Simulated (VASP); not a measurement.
# Al2Au (Imm2) in VASP: a run that goes wrong, beside a sound one

A flawed run on Al2Au and a sound one for comparison.

Everything below comes from runs of VASP 6.6.1. Logs are shortened: lines on timing, memory, paths and dates and some standing lists are left out, and cuts for length are marked.

### 1 The cell of the first run

The structure is orthorhombic, space group Imm2 (No. 44). Conventional cell: a = 4.243 Å, b = 4.243 Å, c = 6.090 Å, α = 90.00°, β = 90.00°, γ = 90.00°. Within 3.4 Å of Au (site symmetry mm2) lie 8 Al at 2.59 to 2.64 Å. Within 3.4 Å of Al (site symmetry mm2) lie 4 Au at 2.61 Å and 6 Al at 3.00 to 3.09 Å. Within 3.4 Å of Al (site symmetry mm2) lie 4 Au at 2.59 to 2.64 Å and 6 Al at 3.00 to 3.09 Å.

### 2 A run with an altered input

Input file INCAR:

```
GGA = CA ; LSORBIT = True
MAGMOM = 0 0 0 0 0 0 0 0 0 ; LORBIT = 11
ISMEAR = 1 ; SIGMA = 0.1
LWAVE = False ; LCHARG = False
ISIF = 2 ; PREC = Accurate
LASPH = True ; LREAL = False
ALGO = Normal ; EDIFF = 1E-6
NELM = 54 ; GGA_COMPAT = False
ENCUT = 310 ; LMAXMIX = 4
KPAR = 4 ; IMIX = 1
AMIX = 1.5 ; BMIX = 1E-4
```

Input file KPOINTS:

```
Automatic mesh
0
Gamma
  11 11 11
  0 0 0
```

Input file POSCAR:

```
Al2Au
1.0
    0.0000000000      3.0000000000      3.0450000000
    3.0000000000      0.0000000000      3.0450000000
    3.0000000000      3.0000000000      0.0000000000
Au Al
1 2
Direct
    0.0000000000      0.0000000000      0.0000000000
    0.7500000000      0.7500000000      0.7500000000
    0.2566666700      0.2566666700      0.2433333300
```

Potentials or basis: VASP PAW LDA potentials, release 64 (Au, Al).

Command:

```sh
cat potpaw_LDA.64/Au/POTCAR potpaw_LDA.64/Al/POTCAR > POTCAR
mpirun -np 4 vasp_ncl > vasp.out
```

OUTCAR:

```text
GGA = CA
   LSORBIT = True
   LORBIT = 11
   ISMEAR = 1
   ISIF = 2
   PREC = Accurate
   LASPH = True
   LREAL = False
   EDIFF = 1E-6
   NELM = 54
[... 29 lines left out ...]
   LASPH  =      T    aspherical Exc in radial PAW
   ENCUT  =  310.0 eV  22.78 Ry    4.77 a.u.   6.14  6.14  6.09*2*pi/ulx,y,z
   NELM   =     54;   NELMIN=  2; NELMDL= -5     # of ELM steps
   EDIFF  = 0.1E-05   stopping-criterion for ELM
   LREAL  =      F    real-space projection
   EDIFFG = 0.1E-04   stopping-criterion for IOM
   NSW    =      0    number of steps for IOM
   IBRION =     -1    ionic relax: 0-MD 1-quasi-New 2-CG
   NFREE  =      0    steps in history (QN), initial steepest desc. (CG)
   ISIF   =      2    stress and relaxation
[... 76 lines left out ...]
tot         -0.008   0.081   0.001   0.075

 number of electron      17.0000002 magnetization       0.0000024     -0.0000024      0.0000000

 number of electron      16.9999996 magnetization      -0.0000120      0.0000120     -0.0000000

 Free energy of the ion-electron system (eV)
  ---------------------------------------------------
  ext. energy  EPLUGINS =         0.00000000
  ---------------------------------------------------
  free energy    TOTEN  =     -4117.85696470 eV

  energy without entropy =    -4117.85692732  energy(sigma->0) =    -4117.85695224
```

On the terminal:

```text
POSCAR found type information on POSCAR AuAl
[... 24 lines left out ...]
 -----------------------------------------------------------------------------
```

It took 1.7 min on 4 MPI ranks of Intel Xeon 6975P-C (Granite Rapids), shared host.

The program failed during the run. What is wrong with the input: mixing far too strong (IMIX = 1; AMIX = 1.5; BMIX = 0.0001).

### 3 Single point, LDA, non-collinear spin, zero start, spin-orbit coupling (last atom moved by 0.04 Å along z, cell strained by +1.5% along z)

Input file INCAR:

```
GGA = CA ; LSORBIT = True
MAGMOM = 0 0 0 0 0 0 0 0 0 ; LORBIT = 11
ISMEAR = 1 ; SIGMA = 0.05
LWAVE = False ; LCHARG = False
ISIF = 2 ; PREC = Accurate
LASPH = True ; LREAL = False
ALGO = Normal ; EDIFF = 1E-8
NELM = 200 ; GGA_COMPAT = False
ENCUT = 540 ; LMAXMIX = 4
KPAR = 4
```

Input file KPOINTS:

```
Automatic mesh
0
Gamma
  15 15 15
  0 0 0
```

POSCAR is that of step 2.

Potentials or basis: VASP PAW LDA potentials, release 64 (Au, Al).

Command:

```sh
cat potpaw_LDA.64/Au/POTCAR potpaw_LDA.64/Al/POTCAR > POTCAR
mpirun -np 4 vasp_ncl > vasp.out
```

Run time: 4.7 min. Hardware: 4 MPI ranks of Intel Xeon 6975P-C (Granite Rapids), shared host; peak memory 1.7 GiB.

Results (log left out):

* Free energy: -14.6374 eV
* Pressure: -4.5 GPa
* Largest force: 0.193 eV/Å
* Net moment: 0.00 μB per cell
* Valence electrons inside the program's atomic spheres: Au 9.99; Al 0.76

Forces on the atoms (eV/Å):
```
Au   0.000  0.000  0.149
Al   0.000  0.000  0.045
Al   0.000  0.000 -0.193
```

Stress tensor (GPa, compression positive):
```
-4.17 -0.65  0.00
-0.65 -4.17  0.00
 0.00  0.00 -5.14
```

Moments on the atoms (μB; x, y, z):
```
Au  0.00 0.00 0.00
Al  0.00 0.00 0.00
Al  0.00 0.00 0.00
```

Caveat: the cell differs from its parent crystal (last atom moved by 0.04 Å along z, cell strained by +1.5% along z); the cell stands under tension.
